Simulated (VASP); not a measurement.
# SrCl2 (Fm-3m) in VASP: single point with PBE

Aim: the single point of SrCl2 with PBE.

Everything below comes from runs of VASP 6.6.1. Logs are shortened: lines on timing, memory, paths and dates and some standing lists are left out, and cuts for length are marked.

### Step 1. The cell of the first run

Symmetry: Fm-3m, No. 225, cubic system. The conventional cell has a = 6.971 Å, b = 6.971 Å, c = 6.971 Å, α = 90.00°, β = 90.00°, γ = 90.00°. Within 4.0 Å of Sr (site symmetry m-3m) lie 8 Cl at 3.02 Å. Within 4.0 Å of Cl (site symmetry -43m) lie 4 Sr at 3.02 Å and 6 Cl at 3.49 Å.

### Step 2. Single point, PBE

INCAR

```
SYSTEM = SrCl2
  PREC = Accurate
  ENCUT = 520
  EDIFF = 1E-7
  ISMEAR = 0
  SIGMA = 0.05
  LREAL = .False.
  LASPH = .True.
  NELM = 60
  ALGO = Normal
  ISIF = 2
  LWAVE = .False.
  LCHARG = .False.
  GGA = PE
  NBANDS = 46
```

KPOINTS

```
regular mesh
0
Gamma
  5 5 2
  0 0 0
```

POSCAR

```
SrCl2
1.0
    3.4855000000     -3.4855000000      0.0000000000
    3.4855000000      0.0000000000     -3.4855000000
    6.9710000000      6.9710000000      6.9710000000
Sr Cl
3 6
Direct
    0.6666666667      0.6666666667      0.3333333333
    0.0000000000      0.0000000000      0.0000000000
    0.3333333333      0.3333333333      0.6666666667
    0.6666666667      0.6666666667      0.5833333333
    1.0000000000      0.0000000000      0.2500000000
    0.3333333333      0.3333333333      0.9166666667
    0.6666666667      0.6666666667      0.0833333333
    1.0000000000      1.0000000000      0.7500000000
    0.3333333333      0.3333333333      0.4166666667
```

Potentials or basis: VASP PAW PBE potentials, release 64 (Sr_sv, Cl).

Command:

```console
$ cat potpaw_PBE.64/Sr_sv/POTCAR potpaw_PBE.64/Cl/POTCAR > POTCAR
$ mpirun -np 1 vasp_std > vasp.out
```

OUTCAR:

```text
SYSTEM = SrCl2
   PREC = Accurate
   ENCUT = 520
   EDIFF = 1E-7
   ISMEAR = 0
   LREAL = .False.
   LASPH = .True.
   NELM = 60
   ISIF = 2
   GGA = PE

 ion  position               nearest neighbor table
   1  0.667  0.667  0.333-   5 3.02   9 3.02   4 3.02   9 3.02   7 3.02   5 3.02   5 3.02   9 3.02
                             2 4.93   2 4.93   2 4.93   3 4.93   3 4.93   3 4.93
   2  0.000  0.000  0.000-   6 3.02   7 3.02   5 3.02   7 3.02   7 3.02   8 3.02   6 3.02   6 3.02
                             1 4.93   3 4.93   3 4.93   1 4.93   3 4.93   1 4.93
   3  0.333  0.333  0.667-   8 3.02   8 3.02   6 3.02   8 3.02   9 3.02   4 3.02   4 3.02   4 3.02
                             2 4.93   2 4.93   2 4.93   1 4.93   1 4.93   1 4.93
   4  0.667  0.667  0.583-   3 3.02   3 3.02   1 3.02   3 3.02
   5  0.000  0.000  0.250-   1 3.02   1 3.02   1 3.02   2 3.02
   6  0.333  0.333  0.917-   2 3.02   2 3.02   2 3.02   3 3.02
   7  0.667  0.667  0.083-   2 3.02   1 3.02   2 3.02   2 3.02
   8  0.000  0.000  0.750-   3 3.02   2 3.02   3 3.02   3 3.02
   9  0.333  0.333  0.417-   3 3.02   1 3.02   1 3.02   1 3.02

  LATTYP: Found a hexagonal cell.
 ALAT       =     4.9292413717
 C/A-ratio  =     2.4494897428

  Lattice vectors:

 A1 = (  -3.4855000000,   0.0000000000,   3.4855000000)
 A2 = (   3.4855000000,  -3.4855000000,   0.0000000000)
 A3 = (   6.9710000000,   6.9710000000,   6.9710000000)

Analysis of symmetry for initial positions (statically):
=====================================================================
 Subroutine PRICEL returns following result:

  LATTYP: Found a face centered cubic cell.
 ALAT       =     6.9709999997

  Lattice vectors:

 A1 = (  -3.4855000000,  -3.4854999997,   0.0000000003)
 A2 = (  -0.0000000000,  -3.4854999990,   3.4855000010)
 A3 = (  -3.4855000000,   0.0000000000,   3.4855000000)

   3 primitive cells build up your supercell.

 Routine SETGRP: Setting up the symmetry group for a
 hexagonal supercell.

 Subroutine GETGRP returns: Found 12 space group operations
 (whereof 12 operations were pure point group operations)
 out of a pool of 24 trial point group operations.

The static configuration has the point symmetry D_3d.

Analysis of symmetry for dynamics (positions and initial velocities):
=====================================================================
 Subroutine PRICEL returns following result:

  LATTYP: Found a face centered cubic cell.
 ALAT       =     6.9709999997

  Lattice vectors:

 A1 = (  -3.4855000000,  -3.4854999997,   0.0000000003)
 A2 = (  -0.0000000000,  -3.4854999990,   3.4855000010)
 A3 = (  -3.4855000000,   0.0000000000,   3.4855000000)

   3 primitive cells build up your supercell.

 Routine SETGRP: Setting up the symmetry group for a
 hexagonal supercell.

 Subroutine GETGRP returns: Found 12 space group operations
 (whereof 12 operations were pure point group operations)
 out of a pool of 24 trial point group operations.

The dynamic configuration has the point symmetry D_3d.

 Subroutine INISYM returns: Found 12 space group operations
 (whereof 12 operations are pure point group operations),
 and found     3 'primitive' translations

----------------------------------------------------------------------------------------

                                     Primitive cell

  volume of cell :      84.6887

  direct lattice vectors                    reciprocal lattice vectors
    -3.485500000 -3.485500000  0.000000000    -0.143451442 -0.143451442 -0.143451442
    -0.000000000 -3.485499999  3.485500001     0.143451442 -0.143451442  0.143451442
    -3.485500000  0.000000000  3.485500000    -0.143451442  0.143451442  0.143451442

  length of vectors
     4.929241371  4.929241372  4.929241372     0.248465185  0.248465185  0.248465185

  position of ions in fractional coordinates (direct lattice)
     0.000000000  0.000000000  1.000000000
     0.250000000  0.250000000  0.250000000
     0.750000000  0.750000000  0.750000000

  ion indices of the primitive-cell ions
   primitive index   ion index
                 1           1
                 2           4
                 3           7

----------------------------------------------------------------------------------------

 KPOINTS: regular mesh

Automatic generation of k-mesh.
 Grid dimensions read from file:
 generate k-points for:    5    5    2

 Generating k-lattice:

  Cartesian coordinates                     Fractional coordinates (reciprocal lattice)
     0.019126859 -0.038253718  0.019126859     0.200000000  0.000000000  0.000000000
     0.019126859  0.019126859 -0.038253718     0.000000000  0.200000000  0.000000000
     0.023908574  0.023908574  0.023908574     0.000000000  0.000000000  0.500000000

  Length of vectors
     0.046851045  0.046851045  0.041410864

  Shift w.r.t. Gamma in fractional coordinates (k-lattice)
     0.000000000  0.000000000  0.000000000

 Subroutine IBZKPT returns following result:
 ===========================================

 Found     10 irreducible k-points:

 Following reciprocal coordinates:
            Coordinates               Weight
  0.000000  0.000000  0.000000      1.000000
  0.200000  0.000000  0.000000      6.000000
  0.400000  0.000000  0.000000      6.000000
  0.400000  0.200000 -0.000000      6.000000
 -0.400000  0.200000 -0.000000      6.000000
  0.000000  0.000000  0.500000      1.000000
  0.200000  0.000000  0.500000      6.000000
  0.400000  0.000000  0.500000      6.000000
  0.400000  0.200000  0.500000      6.000000
 -0.400000  0.200000  0.500000      6.000000
   k-points           NKPTS =     10   k-points in BZ     NKDIM =     10   number of bands    NBANDS=     46
   number of dos      NEDOS =    301   number of ions     NIONS =      9
   total plane-waves  NPLWV = 144000
   dimension x,y,z NGX =    40 NGY =   40 NGZ =   90
   dimension x,y,z NGXF=    80 NGYF=   80 NGZF=  180
   ions per type =               3   6
   NGX,Y,Z   is equivalent  to a cutoff of  13.49, 13.49, 12.39 a.u.
   NGXF,Y,Z  is equivalent  to a cutoff of  26.98, 26.98, 24.78 a.u.
 SYSTEM =  SrCl2
   PREC   = accura    normal or accurate (medium, high low for compatibility)
   ISTART =      0    job   : 0-new  1-cont  2-samecut
   ICHARG =      2    charge: 1-file 2-atom 10-const
   ISPIN  =      1    spin polarized calculation?
   LNONCOLLINEAR =      F non collinear calculations
   LSORBIT =      F    spin-orbit coupling
   LASPH  =      T    aspherical Exc in radial PAW
   ENCUT  =  520.0 eV  38.22 Ry    6.18 a.u.   9.17  9.17 22.45*2*pi/ulx,y,z
   NELM   =     60;   NELMIN=  2; NELMDL= -5     # of ELM steps
   EDIFF  = 0.1E-06   stopping-criterion for ELM
   LREAL  =      F    real-space projection
   EDIFFG = 0.1E-05   stopping-criterion for IOM
   NSW    =      0    number of steps for IOM
   IBRION =     -1    ionic relax: 0-MD 1-quasi-New 2-CG
   NFREE  =      0    steps in history (QN), initial steepest desc. (CG)
   ISIF   =      2    stress and relaxation
   ISYM   =      2    0-nonsym 1-usesym 2-fastsym
   POTIM  = 0.5000    time-step for ionic-motion
   TEBEG  =    0.0;   TEEND  =   0.0 temperature during run
   PSTRESS=    0.0 pullay stress
   NELECT =      72.0000    total number of electrons
   NUPDOWN=      -1.0000    fix difference up-down
   EMIN   =  10.00;   EMAX   =-10.00  energy-range for DOS
   EFERMI =   0.00;   METHOD = LEGACY
   ISMEAR =     0;   SIGMA  =   0.05  broadening in eV -4-tet -1-fermi 0-gaus
   EFERMI_NEDOS =   21; number of points for ismear=-14 and -15
   IALGO  =     38    algorithm
   IMIX   =      4    mixing-type and parameters
     AMIX     =   0.40;   BMIX     =  1.00
     AMIX_MAG =   1.60;   BMIX_MAG =  1.00
  volume/ion in A,a.u.               =      28.23       190.50
  Fermi-wavevector in a.u.,A,eV,Ry     =   1.075318  2.032056 15.732530  1.156308
  Thomas-Fermi vector in A             =   2.211171
   LORBIT       =      0    0 simple, 1 ext, 2 COOP (PROOUT), +10 PAW based schemes
   GGA     = PE    functional components
   LHFCALC =     F    Hartree Fock is set to
   AEXX    =    0.0000 exact exchange contribution
   IVDW    =     0    specifies the selected vdW correction
   LEPSILON=     F    determine dielectric tensor
   LRPA    =     F    only Hartree local field effects (RPA)
 non-spin polarized calculation
 Gauss-broadening in eV      SIGMA  =   0.05
  energy-cutoff  :      520.00
  volume of cell :      254.07
 maximum number of plane-waves:      6856
 NGX is ok and might be reduce to    40
   NGX = 19   NGY = 19   NGZ = 45

 number of electron      71.9999998 magnetization

 Free energy of the ion-electron system (eV)
  ---------------------------------------------------
  ext. energy  EPLUGINS =         0.00000000
  ---------------------------------------------------
  free energy    TOTEN  =       -38.34251487 eV

  energy without entropy =      -38.34251487  energy(sigma->0) =      -38.34251487

 E-fermi :   0.3582     XC(G=0):  -8.2935

 val. band max:        0.0980437504   @ k =  -0.4000   0.2000  -0.0000
 cond. band min:       5.5164046650   @ k =   0.0000   0.0000   0.0000
 fundamental gap:      5.4183609146
 Fermi energy:         0.3582023891

 k-point     1 :       0.0000    0.0000    0.0000
  band No.  band energies     occupation
      1     -32.7100      2.00000
      2     -32.7076      2.00000
      3     -32.7076      2.00000
      4     -14.9328      2.00000
      5     -14.9328      2.00000
      6     -14.7132      2.00000
[... 38 lines left out ...]
     45       7.0095      0.00000
     46       8.1928      0.00000

 k-point     2 :       0.2000    0.0000    0.0000
  band No.  band energies     occupation
      1     -32.7090      2.00000
      2     -32.7070      2.00000
      3     -32.7069      2.00000
      4     -14.9497      2.00000
      5     -14.9181      2.00000
      6     -14.8096      2.00000
[... 38 lines left out ...]
     45       7.2809      0.00000
     46       8.1690      0.00000

 k-point     3 :       0.4000    0.0000    0.0000
  band No.  band energies     occupation
      1     -32.7071      2.00000
      2     -32.7063      2.00000
      3     -32.7059      2.00000
      4     -15.0362      2.00000
      5     -14.9508      2.00000
      6     -14.9458      2.00000
[... 38 lines left out ...]
     45       7.6353      0.00000
     46       8.0201      0.00000

 k-point     4 :       0.4000    0.2000   -0.0000
  band No.  band energies     occupation
      1     -32.7075      2.00000
      2     -32.7062      2.00000
      3     -32.7062      2.00000
      4     -14.9602      2.00000
      5     -14.9602      2.00000
      6     -14.8979      2.00000
[... 38 lines left out ...]
     45       7.5566      0.00000
     46       7.7470      0.00000

 k-point     5 :      -0.4000    0.2000   -0.0000
  band No.  band energies     occupation
      1     -32.7062      2.00000
      2     -32.7062      2.00000
      3     -32.7057      2.00000
      4     -15.0004      2.00000
      5     -14.9332      2.00000
      6     -14.9332      2.00000
[... 38 lines left out ...]
     45       7.5839      0.00000
     46       7.7913      0.00000

 k-point     6 :       0.0000    0.0000    0.5000
  band No.  band energies     occupation
      1     -32.7092      2.00000
      2     -32.7092      2.00000
      3     -32.7068      2.00000
      4     -14.9908      2.00000
      5     -14.7920      2.00000
      6     -14.7920      2.00000
[... 38 lines left out ...]
     45       7.6849      0.00000
     46       8.0429      0.00000

 k-point     7 :       0.2000    0.0000    0.5000
  band No.  band energies     occupation
      1     -32.7083      2.00000
      2     -32.7083      2.00000
      3     -32.7063      2.00000
      4     -14.9569      2.00000
      5     -14.8694      2.00000
      6     -14.8601      2.00000
[... 38 lines left out ...]
     45       7.5676      0.00000
     46       7.9556      0.00000

 k-point     8 :       0.4000    0.0000    0.5000
  band No.  band energies     occupation
      1     -32.7070      2.00000
      2     -32.7065      2.00000
      3     -32.7058      2.00000
      4     -14.9889      2.00000
      5     -14.9827      2.00000
      6     -14.9729      2.00000
[... 38 lines left out ...]
     45       7.6098      0.00000
     46       7.7669      0.00000

 k-point     9 :       0.4000    0.2000    0.5000
  band No.  band energies     occupation
      1     -32.7071      2.00000
      2     -32.7071      2.00000
      3     -32.7058      2.00000
      4     -14.9402      2.00000
      5     -14.9402      2.00000
      6     -14.9136      2.00000
[... 38 lines left out ...]
     45       7.4452      0.00000
     46       7.5042      0.00000

 k-point    10 :      -0.4000    0.2000    0.5000
  band No.  band energies     occupation
      1     -32.7064      2.00000
      2     -32.7059      2.00000
      3     -32.7059      2.00000
      4     -14.9634      2.00000
      5     -14.9603      2.00000
      6     -14.9603      2.00000
[... 38 lines left out ...]
     45       7.5972      0.00000
     46       7.5978      0.00000

------------------------ aborting loop because EDIFF is reached ----------------------------------------

  FORCE on cell =-STRESS in cart. coord.  units (eV):
  Direction    XX          YY          ZZ          XY          YZ          ZX
  --------------------------------------------------------------------------------------
  -------------------------------------------------------------------------------------
  Total        1.8576646      1.8576646      1.8576646      0.0003092      0.0003092      0.0003092
  in kB       11.7147054     11.7147054     11.7147054      0.0019499      0.0019499      0.0019499
  external PRESSURE =      11.7147054 kB  Pullay stress =       0.0000000 kB

 VOLUME and BASIS-vectors are now :
 -----------------------------------------------------------------------------
  energy-cutoff  :      520.00
  volume of cell :      254.07
      direct lattice vectors                 reciprocal lattice vectors
     3.485500000 -3.485500000  0.000000000     0.095634294 -0.191268589  0.095634294
     3.485500000  0.000000000 -3.485500000     0.095634294  0.095634294 -0.191268589
     6.971000000  6.971000000  6.971000000     0.047817147  0.047817147  0.047817147

 POSITION                                       TOTAL-FORCE (eV/Angst)
 -----------------------------------------------------------------------------------
      6.97100     -0.00000     -0.00000        -0.000000     -0.000000     -0.000000
      0.00000      0.00000      0.00000        -0.000000     -0.000000     -0.000000
      6.97100      3.48550      3.48550         0.000000     -0.000000     -0.000000
      8.71375      1.74275      1.74275         0.000009      0.000009      0.000009
      1.74275      1.74275      1.74275         0.000009      0.000009      0.000009
      8.71375      5.22825      5.22825         0.000009      0.000009      0.000009
      5.22825     -1.74275     -1.74275        -0.000009     -0.000009     -0.000009
      5.22825      5.22825      5.22825        -0.000009     -0.000009     -0.000009
      5.22825      1.74275      1.74275        -0.000009     -0.000009     -0.000009
 -----------------------------------------------------------------------------------
    total drift:                               -0.000000     -0.000000      0.000000

  FREE ENERGIE OF THE ION-ELECTRON SYSTEM (eV)
  ---------------------------------------------------
  free  energy   TOTEN  =       -38.3425148650 eV

  energy  without entropy=      -38.3425148650  energy(sigma->0) =      -38.34251487
```

Wall time 5.8 min (1 thread of Oxide Virtual Turin-like, shared host); peak memory 0.37 GiB.

Results:

```
Free energy            : -38.3425 eV
Pressure               : 1.2 GPa
Band gap on the k mesh : 5.42 eV
```

A k mesh can miss the band edges.
